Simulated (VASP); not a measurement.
The system is ZnS (Wurtzite-4H).

```xyz
8
Lattice="3.8227 0.0000 0.0000 -1.9114 3.3106 0.0000 0.0000 0.0000 12.5200" Properties=species:S:1:pos:R:3 pbc="T T T"
Zn    1.9114    1.1035    9.3900
Zn    0.0000    2.2070    3.1300
Zn    0.0000    0.0000    6.2600
Zn    0.0000    0.0000    0.0000
S     1.9114    1.1035   11.7375
S     0.0000    2.2070    5.4775
S     0.0000    0.0000    8.6075
S     0.0000    0.0000    2.3475
```

Base run:

- Program: VASP 6.6.1
- Functional: LDA
- Potentials or basis: VASP PAW LDA potentials, release 64 (Zn, S)
- Cutoff: 520 eV
- k mesh: 8 × 8 × 3
- Occupations: fermi-dirac, width 0.05 eV
- Spin: no spin polarisation

Its results: band gap on the k mesh 1.90 eV, direct; pressure -4.6 GPa; largest force 0.039 eV/Å.

Q: The run is repeated on the same cell with these changes: functional from LDA to PBEsol; potentials or basis from VASP PAW LDA potentials, release 64 (Zn, S) to VASP PAW PBE potentials, release 64 (Zn, S). What comes out?

A: Band gap on the k mesh 2.00 eV, direct; pressure -2.0 GPa; largest force 0.040 eV/Å.

Caveats: the PAW data sets were made with another functional, which shifts forces and pressure a little (some runs).

